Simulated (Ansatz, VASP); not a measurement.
Two plane-wave programs on ReAs3Os2

```xyz
6
Lattice="4.1714 0.0000 0.0000 0.0000 4.1714 0.0000 0.0000 0.0000 7.8252" Properties=species:S:1:pos:R:3 pbc="T T T"
Re    2.0857    2.0857    2.0687
As    2.0857    2.0857    7.5810
As    0.0000    0.0000    1.8675
As    2.0857    2.0857    5.0503
Os    2.0857    0.0000    3.4876
Os    0.0000    2.0857    3.4876
```

Alike in both runs: functional PBE; k mesh 4 × 4 × 2; occupations gaussian, width 0.1 eV; no spin polarisation.

Ansatz relaxed the structure, and its values are those at the end. VASP's run is a single point on that final structure, the one shown.

|  | VASP | Ansatz |
| --- | --- | --- |
| version | VASP 6.6.1 | Ansatz 0.2.0 |
| potentials or method | VASP PAW PBE potentials, release 64 (Re, As, Os), cutoff 520 eV | scalar-relativistic, plane waves, PAW |
| valence electrons in the cell | 38 | 92 |

Ansatz gave:

```
gap on the k mesh at the Fermi level (eV) : none
pressure (GPa)                            : 0.1
rms of the force components (eV/Å)        : 0.009
```

Question: What did VASP give for the same quantities?

Answer: gap on the k mesh at the Fermi level (eV): none; pressure (GPa): 0.2; rms of the force components (eV/Å): 0.018.

A gap of «none» marks a metal or a gap that the smearing closes. With one functional, cell and mesh, what is left measures potentials, basis and numerics. VASP's potentials hold 38 valence electrons a cell and Ansatz's 92, so a difference there can come from the potentials and not from the codes.

The k mesh is coarse, so the values compare programs but aren't converged. Spin-orbit coupling is off throughout.
